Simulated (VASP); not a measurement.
# BiH4: single point with PBE

The system is BiH4.

```
CELL_PARAMETERS angstrom
3.09786 0.00000 0.00000
-1.54893 2.68282 0.00000
0.00000 0.00000 6.57147
ATOMIC_POSITIONS crystal
Bi 0.00000 0.00000 0.00000
H 0.50000 0.00000 0.50000
H 0.00000 0.50000 0.50000
H 0.50000 0.50000 0.50000
H 0.00000 0.00000 0.50000
```

| Property | Result |
| --- | --- |
| Program | VASP 6.6.1 |
| Task | single point |
| Functional | PBE |
| Potentials or basis | VASP PAW PBE potentials, release 64 (Bi_d, H) |
| Cutoff | 520 eV |
| k mesh | 15 × 15 × 8 |
| Occupations | gaussian, width 0.1 eV |
| Spin | no spin polarisation |
| Dipole correction | no |
| Further INCAR settings | ALGO = Normal; EDIFF = 1e-06; NBANDS = 18 |

```
Pressure : -0.2 GPa
```

Levels at points of the mesh, in eV from the Fermi level:
| k point | band 7 | band 8 | band 9 | band 10 | band 11 | band 12 |
| --- | --- | --- | --- | --- | --- | --- |
| (0.00, 0.00, 0.00) | -10.90 | -3.76 | 5.50 | 5.56 | 5.56 | 5.66 |
| (0.00, 0.00, 0.50) | -11.07 | -2.98 | 2.12 | 5.50 | 5.56 | 5.56 |

It took 88 s on 1 thread of Oxide Virtual Turin-like Processor (shared host), peak memory 0.23 GiB.

Caveat: spin-orbit coupling is left out, which moves the levels of the heavy elements.
